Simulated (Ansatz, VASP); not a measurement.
One calculation of Ag, two programs

The input INCAR:

```
PREC = Accurate
ENCUT = 520
EDIFF = 1E-7
ISMEAR = -1
SIGMA = 0.1
LREAL = F
LASPH = T
NELM = 100
ALGO = Normal
ISIF = 2
LWAVE = F
LCHARG = F
GGA = PS
NBANDS = 12
```

File KPOINTS:

```
regular mesh
0
Gamma
  22 22 22
```

Contents of POSCAR:

```
Ag
1.0
    0.0000000000      2.1041403011      2.1041403011
    2.1041403011      0.0000000000      2.1041403011
    2.1041403011      2.1041403011      0.0000000000
Ag
1
Direct
    0.0000000000      0.0000000000      0.0000000000
```

Input for Ansatz:

```yaml
crystal:
  lattice:
    - [0.0, 2.1041403011, 2.1041403011]
    - [2.1041403011, 0.0, 2.1041403011]
    - [2.1041403011, 2.1041403011, 0.0]
  atoms:
    - { symbol: Ag, position: [0.0, 0.0, 0.0] }
hamiltonian:
  xc: pbesol
  pseudopotentials:
    kind: paw
    azcp:
      Ag: "pseudopotentials/Ag.paw.azcp"
basis:
  ecutwfc: 420
  fft_grid_basis: typed
kpoints:
  mp_grid: { grid: [22, 22, 22], shift: [0, 0, 0] }
magnetization:
  spin_polarized: false
scf:
  occupations: { method: fermi_dirac, width: 0.1 }
output:
  stress: true
```

Alike in both runs: task single point; functional PBEsol; k mesh 22 × 22 × 22; occupations fermi-dirac, width 0.1 eV; no spin polarisation.

|  | VASP | Ansatz |
| --- | --- | --- |
| version | VASP 6.6.1 | Ansatz 0.2.0 |
| potentials or method | VASP PAW PBE potentials, release 64 (Ag), cutoff 520 eV | plane waves (420 eV) with PAW, scalar-relativistic |
| valence electrons in the cell | 11 | 19 |

```csv
,VASP,Ansatz,Ansatz less VASP
pressure (GPa),-9.8,-9.7,+0.09
```

VASP's potentials were made for PBE, not for PBEsol, and Ansatz warns of the same on its side. VASP's potentials hold 11 valence electrons a cell and Ansatz's 19, so a difference there can come from the potentials and not from the codes.
